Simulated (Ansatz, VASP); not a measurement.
**MnS: VASP beside Ansatz**

```xyz
2
Lattice="0.0000 2.6045 2.6045 2.6045 0.0000 2.6045 2.6045 2.6045 0.0000" Properties=species:S:1:pos:R:3 pbc="T T T"
Mn    0.0000    0.0000    0.0000
S     2.6045    2.6045    2.6045
```

Alike in both runs: functional PBE; k mesh 7 × 7 × 7; occupations fermi-dirac, width 0.05 eV; collinear spin; Hubbard terms Mn d U = 6.0 eV.

|  | VASP | Ansatz |
| --- | --- | --- |
| version | VASP 6.6.1 | Ansatz 0.2.0 |
| potentials or method | VASP PAW PBE potentials, release 64 (Mn_pv, S), cutoff 520 eV | all-electron LAPW, scalar-relativistic |
| task | single point | density of states |

```csv
,VASP,Ansatz,Ansatz less VASP
gap on the k mesh at the Fermi level (eV),1.34,1.28,-0.061
least direct gap on the mesh (eV),3.27,3.17,-0.104
pressure (GPa),5.7,7.0,+1.24
net moment per atom (μB),2.50,2.50,0.000
size of the moment on the site where the two differ most (μB),4.66,4.78,+0.122
```

Site moments also hang on the region over which each program counts them. The programs project onto different local orbitals, so the same U acts differently, and such runs can settle in different states. Ansatz ran all-electron here, and VASP with PAW potentials.

Noted on Ansatz's run: the magnetic state may not be the lowest; U is the effective U less J, on atomic orbitals that reach past the spheres.
